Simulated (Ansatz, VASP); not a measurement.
**HgSe in VASP and in Ansatz**

POSCAR

```
HgSe
1.0
    0.0000000000      3.0360000000      3.0360000000
    3.0360000000      0.0000000000      3.0360000000
    3.0360000000      3.0360000000      0.0000000000
Hg Se
1 1
Direct
    0.0000000000      0.0000000000      0.0000000000
    0.7500000000      0.7500000000      0.7500000000
```

The input INCAR.step1:

```
SYSTEM = HgSe
PREC = Accurate
ENCUT = 550
ISMEAR = 0
SIGMA = 0.1
LREAL = .False.
LASPH = .True.
NELM = 120
GGA = PE
ALGO = Normal
EDIFF = 1E-5
LWAVE = .True.
LCHARG = .False.
GGA_COMPAT = .False.
IBRION = 2
ISIF = 3
EDIFFG = -0.005
NELMIN = 4
NSW = 100
```

The input INCAR.step2:

```
SYSTEM = HgSe
PREC = Accurate
ENCUT = 550
EDIFF = 1E-7
ISMEAR = 0
SIGMA = 0.1
LREAL = .False.
LASPH = .True.
NELM = 120
ALGO = Normal
ISIF = 3
LWAVE = .False.
LCHARG = .False.
METAGGA = R2SCAN
LMIXTAU = .True.
IBRION = 2
NSW = 100
EDIFFG = -0.005
ISTART = 1
GGA_COMPAT = .False.
NELMIN = 4
```

KPOINTS

```
Automatic mesh
0
Gamma
  12 12 12
  0 0 0
```

Input for Ansatz:

```yaml
crystal:
  lattice:
    - [0.0, 3.036, 3.036]
    - [3.036, 0.0, 3.036]
    - [3.036, 3.036, 0.0]
  atoms:
    - { symbol: Hg, position: [0.0, 0.0, 0.0] }
    - { symbol: Se, position: [0.75, 0.75, 0.75] }
basis:
  ecutwfc: 500
kpoints:
  mp_grid: { grid: [12, 12, 12] }
hamiltonian:
  xc: r2scan
scf:
  occupations: { method: gaussian, width: 0.1 }
output:
  forces: true
  stress: true
  eigenvalues: true
  write_density: true
  write_potential: true
  elf: true
  volumetric_format: npy
relax:
  adjacent_minimum: "off"
  f_tol: 0.005
  max_steps: 80
  cell: { stress_tol: 0.05 }
```

Alike in both runs: task relaxation of cell and atoms; functional r2SCAN; k mesh 12 × 12 × 12; occupations gaussian, width 0.1 eV; no spin polarisation.

```csv
,VASP,Ansatz
version,VASP 6.6.1,Ansatz 0.2.0
potentials or method,"VASP PAW PBE potentials, release 64 (Hg, Se), cutoff 550 eV","scalar-relativistic, plane waves, PAW"
valence electrons in the cell,18,36
```

|  | VASP | Ansatz | Ansatz less VASP |
| --- | --- | --- | --- |
| gap on the k mesh at the Fermi level, each at its own relaxed structure (eV) | none | none | - |
| relaxed volume (Å³/atom) | 29.67 | 29.54 | -0.126 |
| relaxed cell length with the largest relative difference (Å) | 4.378 | 4.372 | -0.0062 |

VASP's potentials were made for PBE, not for r2SCAN. A gap of «none» marks a metal or a gap that the smearing closes. VASP's potentials hold 18 valence electrons a cell and Ansatz's 36, so a difference there can come from the potentials and not from the codes.

Neither program's run includes spin-orbit coupling.
